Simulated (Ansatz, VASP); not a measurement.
Two plane-wave programs on Ti

```
Ti
1.0
     4.81618    0.00000    0.00000
    -2.40809    4.17094    0.00000
     0.00000    0.00000    4.73165
Ti
4
Direct
  0.66667 0.33333 0.00000
  0.33333 0.66667 0.50000
  0.66667 0.33333 0.50000
  0.33333 0.66667 0.00000
```

Alike in both runs: functional r2SCAN; k mesh 12 × 12 × 10; occupations gaussian, width 0.1 eV; no spin polarisation.

Ansatz relaxed the structure, and its values are those at the end. VASP's run is a single point on that final structure, the one shown.

|  | VASP | Ansatz |
| --- | --- | --- |
| version | VASP 6.6.1 | Ansatz 0.2.0 |
| potentials or method | VASP PAW PBE potentials, release 64 (Ti_sv), cutoff 520 eV | scalar-relativistic, plane waves, PAW |
| valence electrons in the cell | 48 | 48 |

|  | VASP | Ansatz | Ansatz less VASP |
| --- | --- | --- | --- |
| gap on the k mesh at the Fermi level (eV) | none | none | - |
| pressure (GPa) | 0.2 | -0.1 | -0.29 |

VASP's potentials were made for PBE, not for r2SCAN. A gap of «none» marks a metal or a gap that the smearing closes. The functional is the same, so the differences come from potentials, cutoffs and numerics. Ansatz's warnings: structure snapped to symmetry.
